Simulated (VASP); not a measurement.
Here is a VASP 6.6.1 calculation.

INCAR

```
  PREC = Accurate
  ENCUT = 520
  EDIFF = 1E-7
  ISMEAR = -1
  SIGMA = 0.05
  LREAL = F
  LASPH = T
  NELM = 80
  ALGO = Normal
  ISIF = 2
  LWAVE = F
  LCHARG = T
  GGA = PS
  LELF = T
  LVHAR = T
  NBANDS = 16
```

The input KPOINTS:

```
regular mesh
0
Gamma
  8 8 8
```

The input POSCAR:

```
CdS
1.0
    0.0000000000      2.9127012686      2.9127012686
    2.9127012686      0.0000000000      2.9127012686
    2.9127012686      2.9127012686      0.0000000000
Cd S
1 1
Direct
    0.0000000000      0.0000000000      0.0000000000
    0.7500000000      0.7500000000      0.7500000000
```

Potentials or basis: VASP PAW PBE potentials, release 64 (Cd, S).

The run is started by

```sh
$ cat potpaw_PBE.64/Cd/POTCAR potpaw_PBE.64/S/POTCAR > POTCAR
$ mpirun -np 1 vasp_std > vasp.out
```

Estimate the band gap on the k mesh.

1.02 eV, direct.

What does it give for the pressure?

0.4 GPa.

Caveat: the PAW data sets were made with another functional, which shifts forces and pressure a little. Expect the measured gap to be larger: semilocal functionals such as PBEsol lack the derivative discontinuity.
